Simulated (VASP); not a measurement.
Write the native input for VASP 6.6.1 that does the following.

| Property | Result |
| --- | --- |
| Task | single point |
| Functional | PBE |
| Potentials or basis | VASP PAW PBE potentials, release 64 (Hf_pv, O) |
| Cutoff | 520 eV |
| k mesh | 10 × 10 × 10 |
| Occupations | fermi-dirac, width 0.02 eV |
| Spin | no spin polarisation |
| Dipole correction | no |
| Further INCAR settings | ALGO = Normal; EDIFF = 1e-06; NBANDS = 18 |

The structure of HfO2 lies in POSCAR:

```
HfO2
1.0
    0.0000000000      2.5575000000      2.4807750000
    2.5575000000      0.0000000000      2.4807750000
    2.5575000000      2.5575000000      0.0000000000
Hf O
1 2
Direct
    0.0000000000      0.0000000000      0.0000000000
    0.2500000000      0.2500000000      0.2500000000
    0.7500000000      0.7500000000      0.7500000000
```

This cell differs from its parent crystal: z stretched by -3 %, then relaxed in part.

One way to write it, as run:

INCAR

```
SYSTEM = HfO2
PREC = Accurate
ENCUT = 520
EDIFF = 1E-6
ISMEAR = -1
SIGMA = 0.02
LREAL = .False.
LASPH = .True.
NELM = 60
ALGO = Normal
ISIF = 2
LWAVE = .False.
LCHARG = .False.
GGA = PE
NBANDS = 18
```

KPOINTS

```
Automatic mesh
0
Gamma
  10 10 10
  0 0 0
```

Potentials or basis: VASP PAW PBE potentials, release 64 (Hf_pv, O).

Run with:

```console
$ cat potpaw_PBE.64/Hf_pv/POTCAR potpaw_PBE.64/O/POTCAR > POTCAR
$ mpirun -np 1 vasp_std > vasp.out
```

Results of the run:

```json
{
 "Pressure": "1.4 GPa",
 "Band gap on the k mesh": "3.49 eV, indirect (least direct gap 3.57 eV)"
}
```

Caveat: the cell differs from its parent crystal (z stretched by -3 %, then relaxed in part); spin-orbit coupling is left out, which moves the levels of the heavy elements.

Run time: 29 s on 1 thread of AMD EPYC 9R45 96-Core Processor (Zen 5), with other jobs on the host, peak memory 0.17 GiB.
